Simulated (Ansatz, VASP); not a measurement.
Two plane-wave programs on Ge4Pd

The input INCAR:

```
SYSTEM = Ge4Pd
PREC = Accurate
ENCUT = 600
EDIFF = 1E-6
ISMEAR = 0
SIGMA = 0.1
LREAL = .FALSE.
LASPH = .TRUE.
NELM = 60
ALGO = Normal
ISIF = 3
LWAVE = .FALSE.
LCHARG = .FALSE.
GGA = PE
IBRION = 2
NSW = 90
EDIFFG = -0.04
```

The input KPOINTS:

```
Automatic mesh
0
G
  4 4 4
  0 0 0
```

Contents of POSCAR:

```
Ge4Pd
1.0
   -2.9143732100      2.9143732100      2.9143732100
    2.9143732100     -2.9143732100      2.9143732100
    2.9143732100      2.9143732100     -2.9143732100
Ge Pd
4 1
Direct
    0.5000000000      0.5000000000      0.5000000000
    0.0000000000      0.0000000000      0.5000000000
    0.0000000000      0.5000000000      0.0000000000
    0.5000000000      0.0000000000      0.0000000000
    0.0000000000      0.0000000000      0.0000000000
```

Input for Ansatz:

```yaml
crystal:
  lattice:
    - [-2.91437321, 2.91437321, 2.91437321]
    - [2.91437321, -2.91437321, 2.91437321]
    - [2.91437321, 2.91437321, -2.91437321]
  atoms:
    - { symbol: Ge, position: [0.5, 0.5, 0.5] }
    - { symbol: Ge, position: [0.0, 0.0, 0.5] }
    - { symbol: Ge, position: [0.0, 0.5, 0.0] }
    - { symbol: Ge, position: [0.5, 0.0, 0.0] }
    - { symbol: Pd, position: [0.0, 0.0, 0.0] }
basis:
  ecutwfc: 420
kpoints:
  mp_grid: { grid: [4, 4, 4] }
hamiltonian:
  xc: pbe
scf:
  occupations: { method: gaussian, width: 0.1 }
  lower_state_search: "off"
output:
  forces: true
  stress: true
  eigenvalues: true
relax:
  adjacent_minimum: "off"
  f_tol: 0.04
  max_steps: 70
  cell: { stress_tol: 0.4 }
```

Alike in both runs: task relaxation of cell and atoms; functional PBE; k mesh 4 × 4 × 4; occupations gaussian, width 0.1 eV; no spin polarisation.

```csv
,VASP,Ansatz
version,VASP 6.6.1,Ansatz 0.2.0
potentials or method,"VASP PAW PBE potentials, release 64 (Ge_d, Pd), cutoff 600 eV","scalar-relativistic, plane waves, PAW"
valence electrons in the cell,66,74
```

```tsv
	VASP	Ansatz	Ansatz less VASP
gap on the k mesh at the Fermi level, each at its own relaxed structure (eV)	none	none	-
relaxed volume (Å³/atom)	21.28	21.22	-0.056
relaxed cell length with the largest relative difference (Å)	5.170	5.165	-0.0046
```

A gap of «none» marks a metal or a gap that the smearing closes. VASP's potentials hold 66 valence electrons a cell and Ansatz's 74, so a difference there can come from the potentials and not from the codes.

The k mesh is coarse, so the values compare programs but aren't converged.
